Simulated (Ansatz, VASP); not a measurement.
## One calculation of Co, two programs

```xyz
6
Lattice="0.0000 3.2334 3.2334 3.2334 0.0000 3.2334 3.2334 3.2334 0.0000" Properties=species:S:1:pos:R:3 pbc="T T T"
Co    1.6167    1.6167    1.6167
Co    0.0000    0.0000    0.0000
Co    2.4251    2.4251    4.0418
Co    2.4251    4.0418    2.4251
Co    4.0418    2.4251    2.4251
Co    4.0418    4.0418    4.0418
```

Alike in both runs: functional r2SCAN; k mesh 10 × 10 × 10; occupations gaussian, width 0.1 eV; collinear spin.

Ansatz relaxed the structure, and its values are those at the end. VASP's run is a single point on that final structure, the one shown.

```csv
,VASP,Ansatz
version,VASP 6.6.1,Ansatz 0.2.0
potentials or method,"VASP PAW PBE potentials, release 64 (Co), cutoff 520 eV","scalar-relativistic, plane waves, PAW"
valence electrons in the cell,54,102
```

```tsv
	VASP	Ansatz	Ansatz less VASP
gap on the k mesh at the Fermi level (eV)	none	none	-
pressure (GPa)	-0.4	0.0	+0.42
net moment per atom (μB)	1.85	1.87	+0.019
size of the moment on the site where the two differ most (μB)	1.88	1.99	+0.104
```

VASP's potentials were made for PBE, not for r2SCAN. Site moments also hang on the region over which each program counts them. A gap of «none» marks a metal or a gap that the smearing closes. VASP's potentials hold 54 valence electrons a cell and Ansatz's 102, so a difference there can come from the potentials and not from the codes.
